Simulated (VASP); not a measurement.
# GaAs (Fm-3m) in VASP: single point with PBE-based global hybrid with 50 % exact exchange

Aim: the single point of GaAs with PBE-based global hybrid with 50 % exact exchange.

Everything below comes from runs of VASP 6.6.1. Logs are shortened: lines on timing, memory, paths and dates and some standing lists are left out, and cuts for length are marked.

### Step 1. The cell of the first run

Symmetry: Fm-3m, No. 225, cubic system. Conventional cell: a = 5.329 Å, b = 5.329 Å, c = 5.329 Å, α = 90.00°, β = 90.00°, γ = 90.00°. Within 3.5 Å of Ga (site symmetry m-3m) lie 6 As at 2.66 Å. As (site symmetry m-3m) has 6 Ga at 2.66 Å within 3.5 Å.

### Step 2. Single point, PBE-based global hybrid with 50 % exact exchange

Input file POSCAR:

```
GaAs
1.0
    0.0000000000      2.6645247173      2.6645247173
    2.6645247173      0.0000000000      2.6645247173
    2.6645247173      2.6645247173      0.0000000000
Ga As
1 1
Direct
    0.0000000000      0.0000000000      0.0000000000
    0.5000000000      0.5000000000      0.5000000000
```

Input file INCAR.step1:

```
SYSTEM = GaAs
ALGO = Normal
EDIFF = 1E-5
ENCUT = 400
GGA = PE
GGA_COMPAT = .FALSE.
ISIF = 2
ISMEAR = -1
LASPH = .TRUE.
LREAL = .FALSE.
LWAVE = .TRUE.
NBANDS = 21
NELM = 120
PREC = Accurate
SIGMA = 0.02
```

Input file INCAR.step2:

```
SYSTEM = GaAs
AEXX = 0.5
ALGO = Normal
EDIFF = 1E-6
ENCUT = 400
GGA = PE
GGA_COMPAT = .FALSE.
ISIF = 2
ISMEAR = -1
ISTART = 1
LASPH = .TRUE.
LCHARG = .TRUE.
LELF = .TRUE.
LHFCALC = .TRUE.
LREAL = .FALSE.
LVHAR = .TRUE.
LWAVE = .FALSE.
NBANDS = 21
NELM = 120
PREC = Accurate
PRECFOCK = Normal
SIGMA = 0.02
```

Input file KPOINTS:

```
k-points
0
G
  4 4 4
  0 0 0
```

Potentials or basis: VASP PAW PBE potentials, release 64 (Ga_d, As_d).

Started as:

```
$ cat potpaw_PBE.64/Ga_d/POTCAR potpaw_PBE.64/As_d/POTCAR > POTCAR
$ cp INCAR.step1 INCAR
$ mpirun -np 1 vasp_std > vasp.out
$ cp INCAR.step2 INCAR
$ mpirun -np 1 vasp_std > vasp.out
```

OUTCAR:

```text
SYSTEM = GaAs
   AEXX = 0.5
   EDIFF = 1E-6
   ENCUT = 400
   GGA = PE
   ISIF = 2
   ISMEAR = -1
   ISTART = 1
   LASPH = .TRUE.
   LHFCALC = .TRUE.
   LREAL = .FALSE.
   NELM = 120
   PREC = Accurate
   PRECFOCK = Normal

 ion  position               nearest neighbor table
   1  0.000  0.000  0.000-   2 2.66   2 2.66   2 2.66   2 2.66   2 2.66   2 2.66
   2  0.500  0.500  0.500-   1 2.66   1 2.66   1 2.66   1 2.66   1 2.66   1 2.66

  LATTYP: Found a face centered cubic cell.
 ALAT       =     5.3290494346

  Lattice vectors:

 A1 = (   0.0000000000,   2.6645247173,   2.6645247173)
 A2 = (   2.6645247173,   0.0000000000,   2.6645247173)
 A3 = (   2.6645247173,   2.6645247173,   0.0000000000)

Analysis of symmetry for initial positions (statically):
=====================================================================
 Subroutine PRICEL returns:
 Original cell was already a primitive cell.

 Routine SETGRP: Setting up the symmetry group for a
 face centered cubic supercell.

 Subroutine GETGRP returns: Found 48 space group operations
 (whereof 48 operations were pure point group operations)
 out of a pool of 48 trial point group operations.

The static configuration has the point symmetry O_h .

Analysis of symmetry for dynamics (positions and initial velocities):
=====================================================================
 Subroutine PRICEL returns:
 Original cell was already a primitive cell.

 Routine SETGRP: Setting up the symmetry group for a
 face centered cubic supercell.

 Subroutine GETGRP returns: Found 48 space group operations
 (whereof 48 operations were pure point group operations)
 out of a pool of 48 trial point group operations.

The dynamic configuration has the point symmetry O_h .

 Subroutine INISYM returns: Found 48 space group operations
 (whereof 48 operations are pure point group operations),
 and found     1 'primitive' translations

----------------------------------------------------------------------------------------

                                     Primitive cell

  volume of cell :      37.8346

  direct lattice vectors                    reciprocal lattice vectors
     0.000000000  2.664524717  2.664524717    -0.187650727  0.187650727  0.187650727
     2.664524717  0.000000000  2.664524717     0.187650727 -0.187650727  0.187650727
     2.664524717  2.664524717  0.000000000     0.187650727  0.187650727 -0.187650727

  length of vectors
     3.768206992  3.768206992  3.768206992     0.325020593  0.325020593  0.325020593

[... 69 lines left out ...]
   ISIF   =      2    stress and relaxation
   ISYM   =      3    0-nonsym 1-usesym 2-fastsym
   POTIM  = 0.5000    time-step for ionic-motion
   TEBEG  =    0.0;   TEEND  =   0.0 temperature during run
   PSTRESS=    0.0 pullay stress
   NELECT =      28.0000    total number of electrons
   NUPDOWN=      -1.0000    fix difference up-down
   EMIN   =  10.00;   EMAX   =-10.00  energy-range for DOS
   EFERMI =   0.00;   METHOD = LEGACY
   ISMEAR =    -1;   SIGMA  =   0.02  broadening in eV -4-tet -1-fermi 0-gaus
   EFERMI_NEDOS =   21; number of points for ismear=-14 and -15
   IALGO  =     38    algorithm
   IMIX   =      1    mixing-type and parameters
     AMIX     =   0.40;   BMIX     =  1.00
     AMIX_MAG =   1.60;   BMIX_MAG =  1.00
  volume/ion in A,a.u.               =      18.92       127.66
  Fermi-wavevector in a.u.,A,eV,Ry     =   1.480805  2.798315 29.834614  2.192782
  Thomas-Fermi vector in A             =   2.594793
   LORBIT       =      0    0 simple, 1 ext, 2 COOP (PROOUT), +10 PAW based schemes
   GGA     = PE    functional components
   LHFCALC =     T    Hartree Fock is set to
   PRECFOCK=normal    Normal, Fast or Accurate (Low or Medium for compatibility)
   ENCUT4O =  -1.0   cutoff for four orbital integrals eV
   NKREDX  =     1    reduce k-point grid by
   NKREDY  =     1    reduce k-point grid by
   NKREDZ  =     1    reduce k-point grid by
   AEXX    =    0.5000 exact exchange contribution
   HFSCREEN=    0.0000 screening length (either q_TF or 0.3 A-1)
   HFSCREENC=   0.0000 screening length for correlation (either q_TF or 0.3 A-1)
   ENCUTFOCK=  -1.0 apply spherical cutoff to Coloumb kernel
   IVDW    =     0    specifies the selected vdW correction
   LEPSILON=     F    determine dielectric tensor
   LRPA    =     F    only Hartree local field effects (RPA)
 non-spin polarized calculation
  energy-cutoff  :      400.00
  volume of cell :       37.83
 maximum number of plane-waves:       701
 NGX is ok and might be reduce to    28
  NGX = 20; NGY = 20; NGZ = 20

 number of electron      27.9999991 magnetization

 Free energy of the ion-electron system (eV)
  ---------------------------------------------------
  ext. energy  EPLUGINS =         0.00000000
  ---------------------------------------------------
  free energy    TOTEN  =       -11.71765314 eV

  energy without entropy =      -11.71765314  energy(sigma->0) =      -11.71765314

 E-fermi :   4.3445     XC(G=0):  -6.4298

 val. band max:        3.8473879907   @ k =   0.5000   0.2500   0.0000
 cond. band min:       5.0204925621   @ k =   0.2500   0.0000   0.0000
 fundamental gap:      1.1731045714
 Fermi energy:         4.3445386893

 k-point     1 :       0.0000    0.0000    0.0000
  band No.  band energies     occupation
      1     -39.9693      2.00000
      2     -39.9693      2.00000
      3     -39.9546      2.00000
      4     -39.9546      2.00000
      5     -39.9546      2.00000
      6     -16.6606      2.00000
[... 181 lines left out ...]
     20      19.1769      0.00000
     21      23.8117      0.00000

------------------------ aborting loop because EDIFF is reached ----------------------------------------

  FORCE on cell =-STRESS in cart. coord.  units (eV):
  Direction    XX          YY          ZZ          XY          YZ          ZX
  --------------------------------------------------------------------------------------
  -------------------------------------------------------------------------------------
  Total        0.0615611      0.0615611      0.0615611      0.0000000      0.0000000      0.0000000
  in kB        2.6069180      2.6069180      2.6069180      0.0000000      0.0000000      0.0000000
  external PRESSURE =       2.6069180 kB  Pullay stress =       0.0000000 kB

 VOLUME and BASIS-vectors are now :
 -----------------------------------------------------------------------------
  energy-cutoff  :      400.00
  volume of cell :       37.83
      direct lattice vectors                 reciprocal lattice vectors
     0.000000000  2.664524717  2.664524717    -0.187650727  0.187650727  0.187650727
     2.664524717  0.000000000  2.664524717     0.187650727 -0.187650727  0.187650727
     2.664524717  2.664524717  0.000000000     0.187650727  0.187650727 -0.187650727

 POSITION                                       TOTAL-FORCE (eV/Angst)
 -----------------------------------------------------------------------------------
      0.00000      0.00000      0.00000         0.000000     -0.000000      0.000000
      2.66452      2.66452      2.66452        -0.000000      0.000000     -0.000000
 -----------------------------------------------------------------------------------
    total drift:                                0.000000      0.000000      0.000000

  FREE ENERGIE OF THE ION-ELECTRON SYSTEM (eV)
  ---------------------------------------------------
  free  energy   TOTEN  =       -11.7176531361 eV

  energy  without entropy=      -11.7176531361  energy(sigma->0) =      -11.71765314
```

OSZICAR.step1:

```text
N       E                     dE             d eps       ncg     rms          rms(c)
DAV:   1     0.159655390834E+03    0.15966E+03   -0.11346E+04   401   0.489E+03
DAV:   2     0.153726891096E+02   -0.14428E+03   -0.13926E+03   336   0.692E+02
DAV:   3    -0.649576983484E+01   -0.21868E+02   -0.21717E+02   366   0.128E+02
DAV:   4    -0.723615970464E+01   -0.74039E+00   -0.73553E+00   381   0.264E+01
DAV:   5    -0.724935768239E+01   -0.13198E-01   -0.13196E-01   376   0.404E+00    0.281E+00
DAV:   6    -0.716853504703E+01    0.80823E-01   -0.27421E-01   475   0.770E+00    0.161E+00
DAV:   7    -0.715906850664E+01    0.94665E-02   -0.26180E-02   476   0.255E+00    0.977E-01
DAV:   8    -0.715991845800E+01   -0.84995E-03   -0.11355E-02   423   0.116E+00    0.199E-01
DAV:   9    -0.715937498071E+01    0.54348E-03   -0.26534E-03   458   0.824E-01    0.757E-02
DAV:  10    -0.715934182263E+01    0.33158E-04   -0.25825E-04   444   0.214E-01    0.407E-02
DAV:  11    -0.715929295840E+01    0.48864E-04   -0.97960E-05   429   0.142E-01    0.647E-03
DAV:  12    -0.715929226729E+01    0.69111E-06   -0.65232E-06   256   0.306E-02
   1 F= -.71592923E+01 E0= -.71519280E+01  d E =-.147286E-01
```

It took 16 min on 1 thread of Intel Xeon Platinum 8259CL at 2.50GHz (Skylake/Cascade Lake), shared host; peak memory 0.17 GiB.

What came out:

- Free energy: -11.7177 eV
- Pressure: 0.3 GPa
- Band gap on the k mesh: zero (bands 14 and 15 overlap by 5.22 eV)

Caveat: the k points lie up to 0.51 Å⁻¹ apart, too coarse for converged energies and pressures of a metal; the structure was generated, so it needn't be the stable form of GaAs; the PAW data sets were made with another functional, which shifts forces and pressure a little.

The gap in the log of VASP goes by the Fermi energy; the results here count the filled bands.